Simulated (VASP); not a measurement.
A run of VASP 6.6.1 is set up as follows.

Contents of INCAR:

```
SYSTEM = AlAs4
  ALGO = Normal
  EDIFF = 1E-6
  ENCUT = 500
  GGA = PE
  GGA_COMPAT = .False.
  ISIF = 2
  ISMEAR = 0
  LASPH = .True.
  LCHARG = .False.
  LREAL = .False.
  LWAVE = .False.
  NBANDS = 20
  NELM = 120
  PREC = Accurate
  SIGMA = 0.2
```

KPOINTS

```
k-points
0
Gamma
  5 5 5
  0 0 0
```

Contents of POSCAR:

```
AlAs4
1.0
   -2.5677744181      2.5677744181      4.1230602252
    2.5677744181     -2.5677744181      4.1230602252
    2.5677744181      2.5677744181     -4.1230602252
Al As
1 4
Direct
    0.0000000000      0.0000000000      0.0000000000
    0.6612760324      0.6612760324      0.0000000000
    0.7500000000      0.2500000000      0.5000000000
    0.2500000000      0.7500000000      0.5000000000
    0.3387239676      0.3387239676      0.0000000000
```

Potentials or basis: VASP PAW PBE potentials, release 64 (Al, As).

Launch:

```bash
$ cat potpaw_PBE.64/Al/POTCAR potpaw_PBE.64/As/POTCAR > POTCAR
$ mpirun -np 1 vasp_std > vasp.out
```

(1) What does it give for the pressure?

(2) What does it give for the largest force?

Results:

(1) 0.3 GPa.

(2) 0.008 eV/Å.
